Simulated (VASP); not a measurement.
Set up this calculation in VASP 6.6.1, as the native input.

* Task: single point
* Functional: PBEsol
* Potentials or basis: VASP PAW PBE potentials, release 64 (Sr_sv, Tl_d)
* Cutoff: 520 eV
* k mesh: 5 × 5 × 5
* Occupations: fermi-dirac, width 0.05 eV
* Spin: no spin polarisation
* Dipole correction: no
* Further INCAR settings: ALGO = Normal; EDIFF = 1e-07; NBANDS = 32

The structure of SrTl3 lies in POSCAR:

```
SrTl3
1.0
    4.8821166196      0.0000000000      0.0000000000
    0.0000000000      4.8821166196      0.0000000000
    0.0000000000      0.0000000000      4.8821166196
Sr Tl
1 3
Direct
    0.0000000000      0.0000000000      0.0000000000
    0.0000000000      0.5000000000      0.5000000000
    0.5000000000      0.0000000000      0.5000000000
    0.5000000000      0.5000000000      0.0000000000
```

These files were run (other wordings do the same):

INCAR

```
SYSTEM = SrTl3
  ALGO = Normal
  EDIFF = 1E-7
  ENCUT = 520
  GGA = PS
  ISIF = 2
  ISMEAR = -1
  LASPH = .TRUE.
  LCHARG = .FALSE.
  LREAL = .FALSE.
  LWAVE = .FALSE.
  NBANDS = 32
  NELM = 100
  PREC = Accurate
  SIGMA = 0.05
```

KPOINTS

```
k-points
0
G
  5 5 5
  0 0 0
```

Potentials or basis: VASP PAW PBE potentials, release 64 (Sr_sv, Tl_d).

Command:

```bash
$ cat potpaw_PBE.64/Sr_sv/POTCAR potpaw_PBE.64/Tl_d/POTCAR > POTCAR
$ mpirun -np 1 vasp_std > vasp.out
```

It gave:

The pressure is 0.0 GPa.

Caveat: the PAW data sets were made with another functional, which shifts forces and pressure a little.

Run time: 39 s on 1 thread of Intel(R) Xeon(R) Platinum 8488C (Sapphire Rapids) (shared host), peak memory 0.21 GiB.
